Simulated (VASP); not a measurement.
# Ba16O (a cell with a defect) in VASP: a series of runs

Runs on Ba16O (a cell with a defect). Level: PBE+D3(BJ). Tasks: single point.

Program: VASP 6.6.1. These are calculated values, not measurements. Logs are shortened: lines on timing, memory, paths and dates and some standing lists are left out, and cuts for length are marked.

## Step 1: The cell of the first run

The cell holds a defect, 17 atoms: a = 10.040 Å, b = 10.040 Å, c = 10.040 Å, α = 90.00°, β = 90.00°, γ = 90.00°.

## Step 2: Single point, PBE+D3(BJ)

File INCAR:

```
SYSTEM = Ba16O
  ALGO = Normal
  EDIFF = 1E-6
  ENCUT = 520
  GGA = PE
  ISIF = 2
  ISMEAR = 0
  IVDW = 12
  LASPH = .TRUE.
  LCHARG = .FALSE.
  LREAL = Auto
  LWAVE = .FALSE.
  NBANDS = 97
  NELM = 80
  PREC = Accurate
  SIGMA = 0.1
```

File KPOINTS:

```
k-points
0
G
  2 2 2
  0 0 0
```

File POSCAR:

```
Ba16O
1.0
   10.0400000000      0.0000000000      0.0000000000
    0.0000000000     10.0400000000      0.0000000000
    0.0000000000      0.0000000000     10.0400000000
Ba O
16 1
Direct
    0.0252473108      0.0002028884     -0.0015048805
    0.4746777888      0.0003050797     -0.0015791833
   -0.0037918327      0.4885308765      0.0020438247
   -0.0007025896     -0.0040500996      0.5068515936
    0.2499615538      0.2453234064      0.2546762948
    0.5037400398      0.4884872510      0.0020385458
    0.5006500996     -0.0040155378      0.5068580677
    0.7499437251      0.2433444223      0.2559871514
   -0.0030567729      0.5052498008      0.4969856574
    0.2500103586      0.7654869522      0.2275045817
    0.2499876494      0.2612237052      0.7383975100
    0.5029899402      0.5052161355      0.4969852590
    0.7499018924      0.7522574701      0.2463665339
    0.7499721116      0.2498467131      0.7455662351
    0.2499763944      0.7546796813      0.7735287849
    0.7499031873      0.7457394422      0.7548943227
    0.2499788845      0.9197082669      0.0355564741
```

Potentials or basis: VASP PAW PBE potentials, release 64 (Ba_sv, O).

Started as:

```bash
$ cat potpaw_PBE.64/Ba_sv/POTCAR potpaw_PBE.64/O/POTCAR > POTCAR
$ mpirun -np 1 vasp_std > vasp.out
```

OUTCAR:

```text
SYSTEM = Ba16O
   EDIFF = 1E-6
   ENCUT = 520
   GGA = PE
   ISIF = 2
   ISMEAR = 0
   IVDW = 12
   LASPH = .TRUE.
   LREAL = Auto
   NELM = 80
   PREC = Accurate
 IVDW          = 12

 ion  position               nearest neighbor table
   1  0.025  0.000  0.998-  17 2.43  10 3.99  15 4.03   5 4.21  11 4.33  13 4.48  16 4.49   8 4.50
                             2 4.51  14 4.51
   2  0.475  0.000  0.998-  17 2.43  10 3.99  15 4.03   5 4.21  11 4.33  13 4.48  16 4.49   8 4.50
                             1 4.51  14 4.51
   3  0.996  0.489  0.002-  14 4.30   8 4.32  11 4.33   5 4.35  15 4.35  16 4.35  13 4.38  10 4.40
[... 23 lines left out ...]
  15  0.250  0.755  0.774-  17 3.11   1 4.03   2 4.03   3 4.35   6 4.35   4 4.40   7 4.40   9 4.52
                            12 4.52  10 4.56
  16  0.750  0.746  0.755-  12 4.32   9 4.32   7 4.33   4 4.33   6 4.35   3 4.35   2 4.49   1 4.49

  17  0.250  0.920  0.036-   1 2.43   2 2.43  10 2.47  15 3.11

  LATTYP: Found a simple cubic cell.
 ALAT       =    10.0400000000

  Lattice vectors:

 A1 = (  10.0400000000,   0.0000000000,   0.0000000000)
 A2 = (   0.0000000000,  10.0400000000,   0.0000000000)
 A3 = (   0.0000000000,   0.0000000000,  10.0400000000)

Analysis of symmetry for initial positions (statically):
=====================================================================
 Subroutine PRICEL returns:
 Original cell was already a primitive cell.

 Routine SETGRP: Setting up the symmetry group for a
 simple cubic supercell.

 Subroutine GETGRP returns: Found  1 space group operations
 (whereof  1 operations were pure point group operations)
 out of a pool of 48 trial point group operations.

The static configuration has the point symmetry C_1 .

Analysis of symmetry for dynamics (positions and initial velocities):
=====================================================================
 Subroutine PRICEL returns:
 Original cell was already a primitive cell.

 Routine SETGRP: Setting up the symmetry group for a
 simple cubic supercell.

 Subroutine GETGRP returns: Found  1 space group operations
 (whereof  1 operations were pure point group operations)
 out of a pool of 48 trial point group operations.

The dynamic configuration has the point symmetry C_1 .

 Subroutine INISYM returns: Found  1 space group operations
 (whereof  1 operations are pure point group operations),
 and found     1 'primitive' translations

----------------------------------------------------------------------------------------

                                     Primitive cell

  volume of cell :    1012.0481

  direct lattice vectors                    reciprocal lattice vectors
[... 110 lines left out ...]
   PSTRESS=    0.0 pullay stress
   NELECT =     166.0000    total number of electrons
   NUPDOWN=      -1.0000    fix difference up-down
   EMIN   =  10.00;   EMAX   =-10.00  energy-range for DOS
   EFERMI =   0.00;   METHOD = LEGACY
   ISMEAR =     0;   SIGMA  =   0.10  broadening in eV -4-tet -1-fermi 0-gaus
   EFERMI_NEDOS =   21; number of points for ismear=-14 and -15
   IALGO  =     38    algorithm
   IMIX   =      4    mixing-type and parameters
     AMIX     =   0.40;   BMIX     =  1.00
     AMIX_MAG =   1.60;   BMIX_MAG =  1.00
  volume/ion in A,a.u.               =      59.53       401.74
  Fermi-wavevector in a.u.,A,eV,Ry     =   0.896143  1.693464 10.926453  0.803072
  Thomas-Fermi vector in A             =   2.018564
   LORBIT       =      0    0 simple, 1 ext, 2 COOP (PROOUT), +10 PAW based schemes
   GGA     = PE    functional components
   LHFCALC =     F    Hartree Fock is set to
   AEXX    =    0.0000 exact exchange contribution
   IVDW    =    12    specifies the selected vdW correction
   LEPSILON=     F    determine dielectric tensor
   LRPA    =     F    only Hartree local field effects (RPA)
 non-spin polarized calculation
 Gauss-broadening in eV      SIGMA  =   0.10
  energy-cutoff  :      520.00
  volume of cell :     1012.05
 maximum number of plane-waves:     27278
 NGX is ok and might be reduce to    80
   NGX = 37   NGY = 37   NGZ = 37

 number of electron     165.9999997 magnetization

 Free energy of the ion-electron system (eV)
  ---------------------------------------------------
  ext. energy  EPLUGINS =         0.00000000
  ---------------------------------------------------
  free energy    TOTEN  =       -40.05421950 eV

  energy without entropy =      -40.00515642  energy(sigma->0) =      -40.02968796

 E-fermi :   1.7025     XC(G=0):  -7.4201

 val. band max:        1.6614253258   @ k =   0.0000   0.0000   0.5000
 cond. band min:       1.7266300634   @ k =   0.5000   0.0000   0.0000
 fundamental gap:      0.0652047376
 Fermi energy:         1.7025465366

 k-point     1 :       0.0000    0.0000    0.0000
  band No.  band energies     occupation
      1     -27.2963      2.00000
      2     -27.2570      2.00000
      3     -27.2433      2.00000
      4     -27.2305      2.00000
      5     -27.2247      2.00000
      6     -27.2204      2.00000
[... 773 lines left out ...]
     94       2.2236      0.00000
     95       2.2328      0.00000
 [bands above 95 left out]

------------------------ aborting loop because EDIFF is reached ----------------------------------------

 Edisp (eV)   -3.26778

 E8    (eV) :    -1.8669

  FORCE on cell =-STRESS in cart. coord.  units (eV):
  Direction    XX          YY          ZZ          XY          YZ          ZX
  --------------------------------------------------------------------------------------
  -------------------------------------------------------------------------------------
  Total      -1.12301    -1.19823    -1.71572    -0.00076    -0.64103     0.00063
  in kB      -1.77785    -1.89693    -2.71616    -0.00121    -1.01482     0.00100
  external pressure =       -2.13 kB  Pullay stress =        0.00 kB

 VOLUME and BASIS-vectors are now :
 -----------------------------------------------------------------------------
  energy-cutoff  :      520.00
  volume of cell :     1012.05
      direct lattice vectors                 reciprocal lattice vectors
    10.040000000  0.000000000  0.000000000     0.099601594  0.000000000  0.000000000
     0.000000000 10.040000000  0.000000000     0.000000000  0.099601594  0.000000000
     0.000000000  0.000000000 10.040000000     0.000000000  0.000000000  0.099601594

 POSITION                                       TOTAL-FORCE (eV/Angst)
 -----------------------------------------------------------------------------------
      0.25348      0.00204     10.02489        -0.278851      0.118028     -0.040760
      4.76576      0.00306     10.02414         0.278078      0.116369     -0.039467
     10.00193      4.90485      0.02052         0.000294     -0.014216      0.003615
     10.03295      9.99934      5.08879         0.004943      0.002120      0.000822
      2.50961      2.46305      2.55695        -0.000155      0.036613      0.028282
      5.05755      4.90441      0.02047        -0.000805     -0.013875      0.003522
[... 9 lines left out ...]
      7.52903      7.48722      7.57914         0.000878      0.003249      0.007210
      2.50979      9.23387      0.35699         0.000248     -0.181217     -0.278919
 -----------------------------------------------------------------------------------
    total drift:                                0.000008      0.001709     -0.000845

  FREE ENERGIE OF THE ION-ELECTRON SYSTEM (eV)
  ---------------------------------------------------
  free  energy   TOTEN  =       -43.3220017129 eV

  energy  without entropy=      -43.2729386283  energy(sigma->0) =      -43.29747017
```

stdout:

```text
POSCAR found type information on POSCAR BaO
 POSCAR found :  2 types and      17 ions
 scaLAPACK will be used
 LDA part: xc-table for (Slater+PW92), standard interpolation
 POSCAR, INCAR and KPOINTS ok, starting setup
 FFT: planning ... GRIDC
 FFT: planning ... GRID_SOFT
 FFT: planning ... GRID
 WAVECAR not read
 entering main loop
```

Run time: 15 min. Hardware: 1 thread of Intel Xeon Platinum 8488C (Sapphire Rapids), shared host; peak memory 1.2 GiB.

What came out:

```yaml
Free_energy: -43.3220 eV
Pressure: -0.2 GPa
Largest_force: 0.333 eV/Å
Band_gap_on_the_k_mesh: zero (bands 83 and 84 overlap by 0.44 eV)
Dispersion_energy_per_atom: -0.192 eV
```

Forces in eV/Å, atoms in the order of the input:
```
Ba  -0.279  0.118 -0.041
Ba   0.278  0.116 -0.039
Ba   0.000 -0.014  0.004
Ba   0.005  0.002  0.001
Ba   0.000  0.037  0.028
Ba  -0.001 -0.014  0.004
Ba  -0.006  0.002  0.001
Ba   0.001  0.000  0.014
Ba   0.012  0.014  0.006
Ba   0.000 -0.171  0.200
Ba  -0.001  0.007 -0.004
Ba  -0.012  0.014  0.006
Ba   0.000  0.007 -0.004
Ba   0.000  0.004 -0.010
Ba   0.000  0.055  0.107
Ba   0.001  0.003  0.007
O    0.000 -0.181 -0.279
```

Stress tensor (GPa, compression positive):
```
-0.18  0.00  0.00
 0.00 -0.19 -0.10
 0.00 -0.10 -0.27
```

Levels at points of the mesh, in eV from the Fermi level:
```csv
k point,band 81,band 82,band 83,band 84,band 85,band 86
"(0.00, 0.00, 0.00)",-0.65,-0.41,-0.27,0.44,0.45,0.47
"(0.50, 0.00, 0.00)",-0.32,-0.30,-0.26,-0.21,-0.09,0.02
"(0.00, 0.50, 0.00)",-0.31,-0.26,-0.23,-0.15,-0.04,0.12
"(0.00, 0.00, 0.50)",-0.30,-0.29,-0.28,-0.20,-0.04,0.13
"(0.50, 0.50, 0.00)",-0.25,-0.25,-0.23,0.07,0.12,0.13
"(0.00, 0.50, 0.50)",-0.28,-0.23,-0.22,0.10,0.13,0.17
"(0.50, 0.00, 0.50)",-0.25,-0.22,-0.21,-0.05,0.11,0.16
"(0.50, 0.50, 0.50)",0.21,0.22,0.22,0.24,0.25,0.26
```

Caveat: spin-orbit coupling is left out, which moves the levels of the heavy elements.

## Step 3: Single point, PBE+D3(BJ)

File INCAR:

```
ALGO     = Normal         # electronic algorithm
EDIFF    = 1E-6           # SCF threshold, eV
ENCUT    = 520            # plane-wave cutoff, eV
GGA      = PE             # functional
ISIF     = 2              # what is computed and relaxed
ISMEAR   = 0              # smearing method
IVDW     = 12             # dispersion correction
LASPH    = T              # aspherical terms in the spheres
LCHARG   = F              # write CHGCAR
LREAL    = Auto         
LWAVE    = F              # write WAVECAR
NBANDS   = 97             # bands
NELM     = 60             # most SCF steps
PREC     = Accurate       # precision mode
SIGMA    = 0.1            # smearing width, eV
```

File KPOINTS:

```
k-points
0
Gamma
  2 2 2
```

File POSCAR:

```
Ba16O
1.0
   10.0400000000      0.0000000000      0.0000000000
    0.0000000000     10.0400000000      0.0000000000
    0.0000000000      0.0000000000     10.0400000000
Ba O
16 1
Direct
    0.0253519920     -0.0002071713     -0.0013035857
    0.4744559761     -0.0001159363     -0.0013562749
   -0.0056091633      0.4862024900      0.0012538845
    0.0004949203     -0.0048993028      0.5046306773
    0.2499009960      0.2526161355      0.2580903386
    0.5054130478      0.4861805777      0.0012510956
    0.4993134462     -0.0048738048      0.5046314741
    0.7498921315      0.2425945219      0.2566221116
   -0.0030720120      0.5063322709      0.4977699203
    0.2499196215      0.7628581673      0.2233524900
    0.2499128486      0.2615160359      0.7379028884
    0.5028734064      0.5063044821      0.4977688247
    0.7498517928      0.7516532869      0.2455354582
    0.7499104582      0.2476624502      0.7435195219
    0.2498974104      0.7591392430      0.7834998008
    0.7498535857      0.7468899402      0.7545239044
    0.2499262948      0.8966095618      0.0129895418
```

Potentials or basis: VASP PAW PBE potentials, release 64 (Ba_sv, O).

Started as:

```bash
$ cat potpaw_PBE.64/Ba_sv/POTCAR potpaw_PBE.64/O/POTCAR > POTCAR
$ mpirun -np 1 vasp_std > vasp.out
```

OUTCAR:

```text
EDIFF = 1E-6
   ENCUT = 520
   GGA = PE
   ISIF = 2
   ISMEAR = 0
   IVDW = 12
   LASPH = T
   LREAL = Auto
   NELM = 60
   PREC = Accurate
 IVDW          = 12

 ion  position               nearest neighbor table
   1  0.025  1.000  0.999-  17 2.49  15 3.95  10 3.98   5 4.28  11 4.34  13 4.47  16 4.48   8 4.51
                             2 4.51  14 4.52
   2  0.474  1.000  0.999-  17 2.49  15 3.95  10 3.98   5 4.28  11 4.34  13 4.47  16 4.48   8 4.50
                             1 4.51  14 4.52
[... 1029 lines left out ...]
  Total      -1.45419    -0.87896    -1.54927    -0.00127    -0.35822     0.00028
  in kB      -2.30213    -1.39148    -2.45266    -0.00202    -0.56710     0.00044
  external pressure =       -2.05 kB  Pullay stress =        0.00 kB

 VOLUME and BASIS-vectors are now :
 -----------------------------------------------------------------------------
  energy-cutoff  :      520.00
  volume of cell :     1012.05
      direct lattice vectors                 reciprocal lattice vectors
    10.040000000  0.000000000  0.000000000     0.099601594  0.000000000  0.000000000
     0.000000000 10.040000000  0.000000000     0.000000000  0.099601594  0.000000000
     0.000000000  0.000000000 10.040000000     0.000000000  0.000000000  0.099601594

 POSITION                                       TOTAL-FORCE (eV/Angst)
 -----------------------------------------------------------------------------------
      0.25453     10.03792     10.02691        -0.186733      0.096537      0.002322
      4.76354     10.03884     10.02638         0.186747      0.094807      0.003365
      9.98368      4.88147      0.01259        -0.009189     -0.012384      0.008394
      0.00497      9.99081      5.06649         0.004074      0.007401     -0.012785
      2.50901      2.53627      2.59123        -0.000438      0.052372      0.042481
      5.07435      4.88125      0.01256         0.008706     -0.012404      0.008397
[... 9 lines left out ...]
      7.52853      7.49877      7.57542         0.000524      0.019204      0.014191
      2.50926      9.00196      0.13041        -0.000474     -0.169530     -0.283331
 -----------------------------------------------------------------------------------
    total drift:                               -0.000015      0.001220      0.000111

  FREE ENERGIE OF THE ION-ELECTRON SYSTEM (eV)
  ---------------------------------------------------
  free  energy   TOTEN  =       -43.4586042775 eV

  energy  without entropy=      -43.4060184527  energy(sigma->0) =      -43.43231137
```

OSZICAR:

```text
N       E                     dE             d eps       ncg     rms          rms(c)
DAV:   1     0.148982303933E+04    0.14898E+04   -0.67336E+04  1552   0.141E+03
DAV:   2     0.100203206713E+03   -0.13896E+04   -0.13721E+04  2096   0.290E+02
DAV:   3    -0.369747840979E+02   -0.13718E+03   -0.13442E+03  2000   0.952E+01
DAV:   4    -0.447839994742E+02   -0.78092E+01   -0.77067E+01  2336   0.176E+01
DAV:   5    -0.450735816919E+02   -0.28958E+00   -0.28717E+00  2152   0.342E+00    0.130E+01
DAV:   6    -0.402174024131E+02    0.48562E+01   -0.32426E+01  1888   0.904E+00    0.674E+00
DAV:   7    -0.402734673957E+02   -0.56065E-01   -0.39313E+00  1976   0.375E+00    0.379E+00
DAV:   8    -0.402134476259E+02    0.60020E-01   -0.78223E-01  1872   0.190E+00    0.117E+00
DAV:   9    -0.401891413767E+02    0.24306E-01   -0.31184E-01  2352   0.853E-01    0.345E-01
DAV:  10    -0.401910028416E+02   -0.18615E-02   -0.31560E-02  1880   0.307E-01    0.126E-01
DAV:  11    -0.401915624317E+02   -0.55959E-03   -0.38240E-03  2032   0.117E-01    0.357E-02
DAV:  12    -0.401916312159E+02   -0.68784E-04   -0.30320E-04  2080   0.366E-02    0.173E-02
DAV:  13    -0.401916412284E+02   -0.10013E-04   -0.46391E-05  2000   0.147E-02    0.797E-03
DAV:  14    -0.401916439611E+02   -0.27327E-05   -0.10872E-05  1696   0.841E-03    0.267E-03
DAV:  15    -0.401916436717E+02    0.28941E-06   -0.12659E-06  1248   0.295E-03
   1 F= -.43458604E+02 E0= -.43432311E+02  d E =-.525858E-01
```

It took 40 min on 1 thread of Oxide Virtual Turin-like, shared host; peak memory 1.2 GiB.

Results:

| Quantity | Value |
| --- | --- |
| Free energy | -43.4586 eV |
| Pressure | -0.2 GPa |
| Largest force | 0.330 eV/Å |
| Band gap on the k mesh | zero (bands 83 and 84 overlap by 0.42 eV) |
| Dispersion energy per atom | -0.192 eV |

Forces on the atoms (eV/Å):
```
Ba  -0.187  0.097  0.002
Ba   0.187  0.095  0.003
Ba  -0.009 -0.012  0.008
Ba   0.004  0.007 -0.013
Ba   0.000  0.052  0.042
Ba   0.009 -0.012  0.008
Ba  -0.005  0.007 -0.013
Ba   0.000  0.003  0.014
Ba   0.003  0.021  0.010
Ba   0.001 -0.135  0.183
Ba   0.000  0.007  0.003
Ba  -0.003  0.021  0.010
Ba   0.001  0.007 -0.002
Ba   0.000 -0.006 -0.007
Ba   0.001 -0.001  0.018
Ba   0.001  0.019  0.014
O    0.000 -0.170 -0.283
```

Levels at points of the mesh, in eV from the Fermi level:
```csv
k point,band 80,band 81,band 82,band 83,band 84,band 85,band 86,band 87
"(0.00, 0.00, 0.00)",-0.73,-0.66,-0.37,-0.30,0.44,0.45,0.46,0.49
"(0.50, 0.00, 0.00)",-0.33,-0.32,-0.30,-0.27,-0.21,-0.02,0.01,0.50
"(0.00, 0.50, 0.00)",-0.35,-0.31,-0.26,-0.18,-0.12,-0.05,0.10,0.47
"(0.00, 0.00, 0.50)",-0.32,-0.31,-0.29,-0.27,-0.19,-0.05,0.08,0.47
"(0.50, 0.50, 0.00)",-0.28,-0.25,-0.25,-0.22,0.11,0.12,0.17,0.18
"(0.00, 0.50, 0.50)",-0.28,-0.26,-0.24,-0.22,0.09,0.13,0.19,0.26
"(0.50, 0.00, 0.50)",-0.25,-0.25,-0.20,-0.17,-0.09,0.11,0.18,0.19
"(0.50, 0.50, 0.50)",0.17,0.21,0.22,0.22,0.24,0.25,0.26,0.28
```

Caveat: spin-orbit coupling is left out, which moves the levels of the heavy elements.

The gap in the log of VASP goes by the Fermi energy; the results here count the filled bands.